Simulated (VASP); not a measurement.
Crystal: V.

```xyz
2
Lattice="2.7000 0.0000 0.0000 -1.3500 2.3383 0.0000 0.0000 0.0000 4.4091" Properties=species:S:1:pos:R:3 pbc="T T T"
V     0.0000    1.5588    1.1023
V     1.3500    0.7794    3.3068
```

| Item | Value |
| --- | --- |
| Program | VASP 6.6.1 |
| Task | relaxation of cell and atoms |
| Functional | PBE |
| Potentials or basis | VASP PAW PBE potentials, release 64 (V_sv) |
| Cutoff | 600 eV |
| k mesh | 9 × 9 × 5 |
| Occupations | gaussian, width 0.1 eV |
| Spin | collinear spin, ferromagnetic start |
| Starting moments | [1.5, 1.5] μB |

At the start: pressure -0.3 GPa; volume 13.92 Å³/atom.

Task: Where does the relaxation end?

Result: Over 7 steps the energy falls by 39.9 meV/atom and the volume is 13.85 Å³/atom (-0.5 %); space group P6_3/mmc (No. 194, to 0.05 Å); moment 0.00 μB per cell.

Step by step:
```tsv
step	energy change (eV)	largest force (eV/Å)	pressure (GPa)	volume (Å³)
1	0.0000	0.0000	-0.27	27.84
2	-0.0322	0.0000	0.17	27.73
3	-0.0694	0.0000	2.78	27.30
4	-0.0771	0.0000	1.41	27.49
5	-0.0784	0.0000	1.75	27.44
6	-0.0729	0.0000	-3.30	28.27
7	-0.0798	0.0000	0.07	27.70
```

Final structure:
```
V
1.0
     2.60203    0.00000    0.00000
    -1.30102    2.25343    0.00000
     0.00000    0.00000    4.72356
V
2
Cartesian
  0.0000 1.5023 1.1809
  1.3010 0.7511 3.5427
```
